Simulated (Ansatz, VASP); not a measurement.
## Two plane-wave programs on Rh

```
CELL_PARAMETERS angstrom
0.00000 1.66116 2.49174
1.66116 0.00000 2.49174
1.66116 1.66116 0.00000
ATOMIC_POSITIONS crystal
Rh 0.00000 0.00000 0.00000
```

Alike in both runs: task single point; functional LDA; k mesh 24 × 24 × 24; occupations gaussian, width 0.15 eV; no spin polarisation.

|  | VASP | Ansatz |
| --- | --- | --- |
| version | VASP 6.6.1 | Ansatz 0.2.0 |
| potentials or method | VASP PAW LDA potentials, release 64 (Rh_pv), cutoff 520 eV | scalar-relativistic, plane waves, PAW |
| valence electrons in the cell | 15 | 17 |

```tsv
	VASP	Ansatz	Ansatz less VASP
gap on the k mesh at the Fermi level (eV)	none	none	-
pressure (GPa)	22.3	21.2	-1.15
traceless stress, the component that is largest in VASP (GPa)	-53.97	-53.41	+0.553
```

LDA's correlation is that of Perdew and Zunger in VASP and of Perdew and Wang (1992) in Ansatz. A gap of «none» marks a metal or a gap that the smearing closes. VASP's potentials hold 15 valence electrons a cell and Ansatz's 17, so a difference there can come from the potentials and not from the codes.
